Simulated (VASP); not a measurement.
# BAs (F-43m) in VASP: single point with PBEsol

Aim: the single point of BAs with PBEsol.

All numbers are computed with VASP 6.6.1; they aren't measurements. Logs are shortened: lines on timing, memory, paths and dates and some standing lists are left out, and cuts for length are marked.

### Step 1. The cell of the first run

It takes space group F-43m (No. 216, cubic). Conventional cell: a = 4.768 Å, b = 4.768 Å, c = 4.768 Å, α = 90.00°, β = 90.00°, γ = 90.00°. B (site symmetry -43m) has 4 As at 2.06 Å within 2.7 Å. As (site symmetry -43m) has 4 B at 2.06 Å within 2.7 Å.

### Step 2. Single point, PBEsol

INCAR reads:

```
SYSTEM = BAs
ALGO = Normal
EDIFF = 1E-6
ENCUT = 560
GGA = PS
GGA_COMPAT = .FALSE.
ISIF = 2
ISMEAR = 0
LASPH = .TRUE.
LCHARG = .FALSE.
LREAL = .FALSE.
LWAVE = .FALSE.
NBANDS = 16
NELM = 120
PREC = Accurate
SIGMA = 0.01
```

KPOINTS reads:

```
k-points
0
G
  6 6 6
  0 0 0
```

POSCAR reads:

```
BAs
1.0
    0.0000000000      2.3841689088      2.3841689088
    2.3841689088      0.0000000000      2.3841689088
    2.3841689088      2.3841689088      0.0000000000
B As
1 1
Direct
    0.0000000000      0.0000000000      0.0000000000
    0.2500000000      0.2500000000      0.2500000000
```

Potentials or basis: VASP PAW PBE potentials, release 64 (B, As_d).

The run is started by

```
cat potpaw_PBE.64/B/POTCAR potpaw_PBE.64/As_d/POTCAR > POTCAR
mpirun -np 1 vasp_std > vasp.out
```

OUTCAR:

```text
SYSTEM = BAs
   EDIFF = 1E-6
   ENCUT = 560
   GGA = PS
   ISIF = 2
   ISMEAR = 0
   LASPH = .TRUE.
   LREAL = .FALSE.
   NELM = 120
   PREC = Accurate

 ion  position               nearest neighbor table
   1  0.000  0.000  0.000-   2 2.06   2 2.06   2 2.06   2 2.06
   2  0.250  0.250  0.250-   1 2.06   1 2.06   1 2.06   1 2.06

  LATTYP: Found a face centered cubic cell.
 ALAT       =     4.7683378176

  Lattice vectors:

 A1 = (   0.0000000000,   2.3841689088,   2.3841689088)
 A2 = (   2.3841689088,   0.0000000000,   2.3841689088)
 A3 = (   2.3841689088,   2.3841689088,   0.0000000000)

Analysis of symmetry for initial positions (statically):
=====================================================================
 Subroutine PRICEL returns:
 Original cell was already a primitive cell.

 Routine SETGRP: Setting up the symmetry group for a
 face centered cubic supercell.

 Subroutine GETGRP returns: Found 24 space group operations
 (whereof 24 operations were pure point group operations)
 out of a pool of 48 trial point group operations.

The static configuration has the point symmetry T_d .

Analysis of symmetry for dynamics (positions and initial velocities):
=====================================================================
 Subroutine PRICEL returns:
 Original cell was already a primitive cell.

 Routine SETGRP: Setting up the symmetry group for a
 face centered cubic supercell.

 Subroutine GETGRP returns: Found 24 space group operations
 (whereof 24 operations were pure point group operations)
 out of a pool of 48 trial point group operations.

The dynamic configuration has the point symmetry T_d .

 Subroutine INISYM returns: Found 24 space group operations
 (whereof 24 operations are pure point group operations),
 and found     1 'primitive' translations

----------------------------------------------------------------------------------------

                                     Primitive cell

  volume of cell :      27.1045

  direct lattice vectors                    reciprocal lattice vectors
     0.000000000  2.384168909  2.384168909    -0.209716685  0.209716685  0.209716685
     2.384168909  0.000000000  2.384168909     0.209716685 -0.209716685  0.209716685
     2.384168909  2.384168909  0.000000000     0.209716685  0.209716685 -0.209716685

  length of vectors
     3.371724006  3.371724006  3.371724006     0.363239954  0.363239954  0.363239954

  position of ions in fractional coordinates (direct lattice)
     0.000000000  0.000000000  0.000000000
     0.250000000  0.250000000  0.250000000

  ion indices of the primitive-cell ions
   primitive index   ion index
                 1           1
                 2           2

----------------------------------------------------------------------------------------

 KPOINTS: k-points

Automatic generation of k-mesh.
 Grid dimensions read from file:
 generate k-points for:    6    6    6

 Generating k-lattice:

  Cartesian coordinates                     Fractional coordinates (reciprocal lattice)
    -0.034952781  0.034952781  0.034952781     0.166666667  0.000000000  0.000000000
     0.034952781 -0.034952781  0.034952781     0.000000000  0.166666667  0.000000000
     0.034952781  0.034952781 -0.034952781     0.000000000  0.000000000  0.166666667

  Length of vectors
     0.060539992  0.060539992  0.060539992

  Shift w.r.t. Gamma in fractional coordinates (k-lattice)
     0.000000000  0.000000000  0.000000000

 Subroutine IBZKPT returns following result:
 ===========================================

 Found     16 irreducible k-points:

 Following reciprocal coordinates:
            Coordinates               Weight
  0.000000  0.000000  0.000000      1.000000
  0.166667  0.000000  0.000000      8.000000
  0.333333  0.000000  0.000000      8.000000
  0.500000  0.000000  0.000000      4.000000
  0.166667  0.166667  0.000000      6.000000
  0.333333  0.166667  0.000000     24.000000
[... 8 lines left out ...]
 -0.333333  0.333333  0.166667     24.000000
 -0.333333  0.500000  0.166667     12.000000
   k-points           NKPTS =     16   k-points in BZ     NKDIM =     16   number of bands    NBANDS=     16
   number of dos      NEDOS =    301   number of ions     NIONS =      2
   total plane-waves  NPLWV =  21952
   dimension x,y,z NGX =    28 NGY =   28 NGZ =   28
   dimension x,y,z NGXF=    56 NGYF=   56 NGZF=   56
   ions per type =               1   1
   NGX,Y,Z   is equivalent  to a cutoff of  13.81, 13.81, 13.81 a.u.
   NGXF,Y,Z  is equivalent  to a cutoff of  27.61, 27.61, 27.61 a.u.
 SYSTEM =  BAs
   PREC   = accura    normal or accurate (medium, high low for compatibility)
   ISTART =      0    job   : 0-new  1-cont  2-samecut
   ICHARG =      2    charge: 1-file 2-atom 10-const
   ISPIN  =      1    spin polarized calculation?
   LNONCOLLINEAR =      F non collinear calculations
   LSORBIT =      F    spin-orbit coupling
   LASPH  =      T    aspherical Exc in radial PAW
   ENCUT  =  560.0 eV  41.16 Ry    6.42 a.u.   6.51  6.51  6.51*2*pi/ulx,y,z
   NELM   =    120;   NELMIN=  2; NELMDL= -5     # of ELM steps
   EDIFF  = 0.1E-05   stopping-criterion for ELM
   LREAL  =      F    real-space projection
   EDIFFG = 0.1E-04   stopping-criterion for IOM
   NSW    =      0    number of steps for IOM
[... 5 lines left out ...]
   TEBEG  =    0.0;   TEEND  =   0.0 temperature during run
   PSTRESS=    0.0 pullay stress
   NELECT =      18.0000    total number of electrons
   NUPDOWN=      -1.0000    fix difference up-down
   EMIN   =  10.00;   EMAX   =-10.00  energy-range for DOS
   EFERMI =   0.00;   METHOD = LEGACY
   ISMEAR =     0;   SIGMA  =   0.01  broadening in eV -4-tet -1-fermi 0-gaus
   EFERMI_NEDOS =   21; number of points for ismear=-14 and -15
   IALGO  =     38    algorithm
   IMIX   =      4    mixing-type and parameters
     AMIX     =   0.40;   BMIX     =  1.00
     AMIX_MAG =   1.60;   BMIX_MAG =  1.00
  volume/ion in A,a.u.               =      13.55        91.46
  Fermi-wavevector in a.u.,A,eV,Ry     =   1.428297  2.699091 27.756341  2.040033
  Thomas-Fermi vector in A             =   2.548374
   LORBIT       =      0    0 simple, 1 ext, 2 COOP (PROOUT), +10 PAW based schemes
   GGA     = PS    functional components
   LHFCALC =     F    Hartree Fock is set to
   AEXX    =    0.0000 exact exchange contribution
   IVDW    =     0    specifies the selected vdW correction
   LEPSILON=     F    determine dielectric tensor
   LRPA    =     F    only Hartree local field effects (RPA)
 non-spin polarized calculation
 Gauss-broadening in eV      SIGMA  =   0.01
  energy-cutoff  :      560.00
  volume of cell :       27.10
 maximum number of plane-waves:       869
 NGX is ok and might be reduce to    28
   NGX = 13   NGY = 13   NGZ = 13

 number of electron      18.0000010 magnetization

 Free energy of the ion-electron system (eV)
  ---------------------------------------------------
  ext. energy  EPLUGINS =         0.00000000
  ---------------------------------------------------
  free energy    TOTEN  =       -12.23246620 eV

  energy without entropy =      -12.23246620  energy(sigma->0) =      -12.23246620

 E-fermi :   4.8751     XC(G=0): -11.3466

 val. band max:        4.7743259113   @ k =   0.0000   0.0000   0.0000
 cond. band min:       5.9589260754   @ k =   0.3333   0.3333   0.0000
 fundamental gap:      1.1846001641
 Fermi energy:         4.8750653196

 k-point     1 :       0.0000    0.0000    0.0000
  band No.  band energies     occupation
      1     -30.9434      2.00000
      2     -30.9434      2.00000
      3     -30.9434      2.00000
      4     -30.9189      2.00000
      5     -30.9189      2.00000
      6     -10.7133      2.00000
[... 8 lines left out ...]
     15      17.9523      0.00000
     16      17.9523      0.00000

 k-point     2 :       0.1667    0.0000    0.0000
  band No.  band energies     occupation
      1     -30.9425      2.00000
      2     -30.9413      2.00000
      3     -30.9413      2.00000
      4     -30.9187      2.00000
      5     -30.9187      2.00000
      6     -10.2572      2.00000
[... 8 lines left out ...]
     15      16.1172      0.00000
     16      16.1172      0.00000

 k-point     3 :       0.3333    0.0000    0.0000
  band No.  band energies     occupation
      1     -30.9408      2.00000
      2     -30.9382      2.00000
      3     -30.9382      2.00000
      4     -30.9175      2.00000
      5     -30.9175      2.00000
      6      -8.9800      2.00000
[... 8 lines left out ...]
     15      16.8637      0.00000
     16      16.8637      0.00000

 k-point     4 :       0.5000    0.0000    0.0000
  band No.  band energies     occupation
      1     -30.9400      2.00000
      2     -30.9371      2.00000
      3     -30.9371      2.00000
      4     -30.9163      2.00000
      5     -30.9163      2.00000
      6      -7.8113      2.00000
[... 8 lines left out ...]
     15      19.4381      0.00000
     16      19.4381      0.00000

 k-point     5 :       0.1667    0.1667    0.0000
  band No.  band energies     occupation
      1     -30.9447      2.00000
      2     -30.9392      2.00000
      3     -30.9392      2.00000
      4     -30.9203      2.00000
      5     -30.9173      2.00000
      6     -10.1036      2.00000
[... 8 lines left out ...]
     15      16.3790      0.00000
     16      18.6386      0.00000

 k-point     6 :       0.3333    0.1667    0.0000
  band No.  band energies     occupation
      1     -30.9439      2.00000
      2     -30.9359      2.00000
      3     -30.9356      2.00000
      4     -30.9207      2.00000
      5     -30.9159      2.00000
      6      -9.0844      2.00000
[... 8 lines left out ...]
     15      18.0569      0.00000
     16      18.8155      0.00000

 k-point     7 :       0.5000    0.1667    0.0000
  band No.  band energies     occupation
      1     -30.9409      2.00000
      2     -30.9355      2.00000
      3     -30.9342      2.00000
      4     -30.9189      2.00000
      5     -30.9157      2.00000
      6      -7.6459      2.00000
[... 8 lines left out ...]
     15      19.1724      0.00000
     16      19.6168      0.00000

 k-point     8 :      -0.3333    0.1667    0.0000
  band No.  band energies     occupation
      1     -30.9394      2.00000
      2     -30.9370      2.00000
      3     -30.9354      2.00000
      4     -30.9180      2.00000
      5     -30.9170      2.00000
      6      -8.0945      2.00000
[... 8 lines left out ...]
     15      16.7669      0.00000
     16      19.6896      0.00000

 k-point     9 :      -0.1667    0.1667    0.0000
  band No.  band energies     occupation
      1     -30.9416      2.00000
      2     -30.9390      2.00000
      3     -30.9382      2.00000
      4     -30.9195      2.00000
      5     -30.9173      2.00000
      6      -9.5181      2.00000
[... 8 lines left out ...]
     15      16.9480      0.00000
     16      17.8271      0.00000

 k-point    10 :       0.3333    0.3333    0.0000
  band No.  band energies     occupation
      1     -30.9474      2.00000
      2     -30.9309      2.00000
      3     -30.9309      2.00000
      4     -30.9235      2.00000
      5     -30.9142      2.00000
      6      -8.3574      2.00000
[... 8 lines left out ...]
     15      20.4667      0.00000
     16      20.7028      0.00000

 k-point    11 :       0.5000    0.3333    0.0000
  band No.  band energies     occupation
      1     -30.9458      2.00000
      2     -30.9297      2.00000
      3     -30.9290      2.00000
      4     -30.9233      2.00000
      5     -30.9140      2.00000
      6      -7.0682      2.00000
[... 8 lines left out ...]
     15      20.5471      0.00000
     16      21.0952      0.00000

 k-point    12 :      -0.3333    0.3333    0.0000
  band No.  band energies     occupation
      1     -30.9413      2.00000
      2     -30.9330      2.00000
      3     -30.9307      2.00000
      4     -30.9203      2.00000
      5     -30.9164      2.00000
      6      -6.8643      2.00000
[... 8 lines left out ...]
     15      16.9879      0.00000
     16      21.5956      0.00000

 k-point    13 :       0.5000    0.5000    0.0000
  band No.  band energies     occupation
      1     -30.9487      2.00000
      2     -30.9268      2.00000
      3     -30.9268      2.00000
      4     -30.9252      2.00000
      5     -30.9126      2.00000
      6      -6.5002      2.00000
[... 8 lines left out ...]
     15      22.0387      0.00000
     16      22.7735      0.00000

 k-point    14 :       0.5000    0.3333    0.1667
  band No.  band energies     occupation
      1     -30.9426      2.00000
      2     -30.9348      2.00000
      3     -30.9312      2.00000
      4     -30.9212      2.00000
      5     -30.9154      2.00000
      6      -7.8923      2.00000
[... 8 lines left out ...]
     15      18.5870      0.00000
     16      20.8397      0.00000

 k-point    15 :      -0.3333    0.3333    0.1667
  band No.  band energies     occupation
      1     -30.9396      2.00000
      2     -30.9363      2.00000
      3     -30.9293      2.00000
      4     -30.9204      2.00000
      5     -30.9161      2.00000
      6      -6.8559      2.00000
[... 8 lines left out ...]
     15      19.3641      0.00000
     16      21.0448      0.00000

 k-point    16 :      -0.3333    0.5000    0.1667
  band No.  band energies     occupation
      1     -30.9435      2.00000
      2     -30.9321      2.00000
      3     -30.9270      2.00000
      4     -30.9229      2.00000
      5     -30.9147      2.00000
      6      -6.3787      2.00000
[... 8 lines left out ...]
     15      20.4673      0.00000
     16      20.7947      0.00000

------------------------ aborting loop because EDIFF is reached ----------------------------------------

  FORCE on cell =-STRESS in cart. coord.  units (eV):
  Direction    XX          YY          ZZ          XY          YZ          ZX
  --------------------------------------------------------------------------------------
  -------------------------------------------------------------------------------------
  Total       -0.0295037     -0.0295037     -0.0295037      0.0000000      0.0000000      0.0000000
  in kB       -1.7439957     -1.7439957     -1.7439957      0.0000000      0.0000000      0.0000000
  external PRESSURE =      -1.7439957 kB  Pullay stress =       0.0000000 kB

 VOLUME and BASIS-vectors are now :
 -----------------------------------------------------------------------------
  energy-cutoff  :      560.00
  volume of cell :       27.10
      direct lattice vectors                 reciprocal lattice vectors
     0.000000000  2.384168909  2.384168909    -0.209716685  0.209716685  0.209716685
     2.384168909  0.000000000  2.384168909     0.209716685 -0.209716685  0.209716685
     2.384168909  2.384168909  0.000000000     0.209716685  0.209716685 -0.209716685

 POSITION                                       TOTAL-FORCE (eV/Angst)
 -----------------------------------------------------------------------------------
      0.00000      0.00000      0.00000         0.000000      0.000000      0.000000
      1.19208      1.19208      1.19208        -0.000000     -0.000000     -0.000000
 -----------------------------------------------------------------------------------
    total drift:                                0.000001      0.000001      0.000001

  FREE ENERGIE OF THE ION-ELECTRON SYSTEM (eV)
  ---------------------------------------------------
  free  energy   TOTEN  =       -12.2324662025 eV

  energy  without entropy=      -12.2324662025  energy(sigma->0) =      -12.23246620
```

Wall time 8.9 s (1 thread of Intel Xeon Platinum 8375C at 2.90GHz (Ice Lake), shared host); peak memory 0.15 GiB.

What came out:

| Property | Result |
| --- | --- |
| Free energy | -12.2325 eV |
| Pressure | -0.2 GPa |
| Band gap on the k mesh | 1.18 eV (least direct gap 3.25 eV) |

Caveat: the PAW data sets were made with another functional, which shifts forces and pressure a little. A k mesh can miss the band edges.
